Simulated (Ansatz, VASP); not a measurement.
**Two plane-wave programs on MgBe**

```
Mg Be
1.0
     3.08594    0.00000    0.00000
     0.00000    3.08594    0.00000
     0.00000    0.00000    3.08594
Mg Be
1 1
Direct
  0.50000 0.50000 0.50000
  0.00000 0.00000 0.00000
```

Alike in both runs: functional PBE; k mesh 14 × 14 × 14; occupations gaussian, width 0.1 eV; no spin polarisation.

Ansatz relaxed the structure, and its values are those at the end. VASP's run is a single point on that final structure, the one shown.

|  | VASP | Ansatz |
| --- | --- | --- |
| version | VASP 6.6.1 | Ansatz 0.2.0 |
| potentials or method | VASP PAW PBE potentials, release 64 (Mg, Be), cutoff 520 eV | scalar-relativistic, plane waves, PAW |
| valence electrons in the cell | 4 | 12 |

Ansatz gave:

| Quantity | Value |
| --- | --- |
| gap on the k mesh at the Fermi level (eV) | none |
| pressure (GPa) | 0.0 |

What did VASP give for the same quantities?

gap on the k mesh at the Fermi level (eV): none; pressure (GPa): -0.1.

A gap of «none» marks a metal or a gap that the smearing closes. VASP's potentials hold 4 valence electrons a cell and Ansatz's 12, so a difference there can come from the potentials and not from the codes.
